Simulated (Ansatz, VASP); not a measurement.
## Two plane-wave programs on MgB

INCAR

```
SYSTEM = MgB
PREC = Accurate ; ENCUT = 520
EDIFF = 1E-6 ; ISMEAR = 0
SIGMA = 0.1 ; LREAL = .FALSE.
LASPH = .TRUE. ; NELM = 60
ALGO = Normal ; ISIF = 2
LWAVE = .FALSE. ; LCHARG = .TRUE.
GGA = PE ; LELF = .TRUE.
LVHAR = .TRUE. ; NBANDS = 20
```

KPOINTS

```
regular mesh
0
G
  4 4 4
  0 0 0
```

POSCAR

```
MgB
1.0
    4.5261420797      0.0000000000      0.0000000000
    0.0000000000      4.5261420797      0.0000000000
    0.0000000000      0.0000000000      4.5261420797
Mg B
4 4
Direct
    0.1340000000      0.1340000000      0.1340000000
    0.3660000000      0.8660000000      0.6340000000
    0.6340000000      0.3660000000      0.8660000000
    0.8660000000      0.6340000000      0.3660000000
    0.8445000000      0.8445000000      0.8445000000
    0.6555000000      0.1555000000      0.3445000000
    0.3445000000      0.6555000000      0.1555000000
    0.1555000000      0.3445000000      0.6555000000
```

Input for Ansatz:

```yaml
crystal:
  lattice:
    - [4.5261420797, 0.0, 0.0]
    - [0.0, 4.5261420797, 0.0]
    - [0.0, 0.0, 4.5261420797]
  atoms:
    - { symbol: Mg, position: [0.134, 0.134, 0.134] }
    - { symbol: Mg, position: [0.366, 0.866, 0.634] }
    - { symbol: Mg, position: [0.634, 0.366, 0.866] }
    - { symbol: Mg, position: [0.866, 0.634, 0.366] }
    - { symbol: B, position: [0.8445, 0.8445, 0.8445] }
    - { symbol: B, position: [0.6555, 0.1555, 0.3445] }
    - { symbol: B, position: [0.3445, 0.6555, 0.1555] }
    - { symbol: B, position: [0.1555, 0.3445, 0.6555] }
basis:
  ecutwfc: 420
kpoints:
  mp_grid: { grid: [4, 4, 4] }
hamiltonian:
  xc: pbe
scf:
  occupations: { method: gaussian, width: 0.1 }
  lower_state_search: "off"
output:
  forces: true
  stress: true
  eigenvalues: true
```

Alike in both runs: task single point; functional PBE; k mesh 4 × 4 × 4; occupations gaussian, width 0.1 eV; no spin polarisation.

```csv
,VASP,Ansatz
version,VASP 6.6.1,Ansatz 0.2.0
potentials or method,"VASP PAW PBE potentials, release 64 (Mg, B), cutoff 520 eV","scalar-relativistic, plane waves, PAW"
valence electrons in the cell,20,52
```

```csv
,VASP,Ansatz,Ansatz less VASP
gap on the k mesh at the Fermi level (eV),none,none,-
pressure (GPa),14.6,14.6,+0.01
rms of the force components (eV/Å),0.485,0.481,-0.0041
```

Atom by atom the forces differ by 0.004 eV/Å (rms over components). A gap of «none» marks a metal or a gap that the smearing closes. With one functional, cell and mesh, what is left measures potentials, basis and numerics. VASP's potentials hold 20 valence electrons a cell and Ansatz's 52, so a difference there can come from the potentials and not from the codes.
